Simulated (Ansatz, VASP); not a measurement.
HfTe5Mo in VASP and in Ansatz

```
Hf Te Mo
1.0
     3.65409    0.00000    0.00000
    -1.82705    3.16454    0.00000
     0.00000    0.00000   17.17895
Hf Te Mo
1 5 1
Cartesian
  0.0000 0.0000 -0.1719
  0.0000 2.1097 1.7756
  1.8270 1.0548 15.0735
  0.0000 0.0000 5.3749
  0.0000 0.0000 8.9180
  0.0000 2.1097 12.0488
  0.0000 2.1097 7.1436
```

Alike in both runs: functional PBE; k mesh 5 × 5 × 1; occupations gaussian, width 0.2 eV; no spin polarisation.

Ansatz relaxed the structure, and its values are those at the end. VASP's run is a single point on that final structure, the one shown.

|  | VASP | Ansatz |
| --- | --- | --- |
| version | VASP 6.6.1 | Ansatz 0.2.0 |
| potentials or method | VASP PAW PBE potentials, release 64 (Hf_pv, Te, Mo_sv), cutoff 500 eV | scalar-relativistic, plane waves, PAW |
| valence electrons in the cell | 54 | 120 |

Ansatz gave:

```
gap on the k mesh at the Fermi level (eV) : none
pressure (GPa)                            : 0.0
rms of the force components (eV/Å)        : 0.012
```

Task: Estimate VASP's values.

Result: gap on the k mesh at the Fermi level (eV): none; pressure (GPa): -0.1; rms of the force components (eV/Å): 0.013.

A gap of «none» marks a metal or a gap that the smearing closes. VASP's potentials hold 54 valence electrons a cell and Ansatz's 120, so a difference there can come from the potentials and not from the codes.

The k mesh is coarse, so the values compare programs but aren't converged. Neither program's run includes spin-orbit coupling.
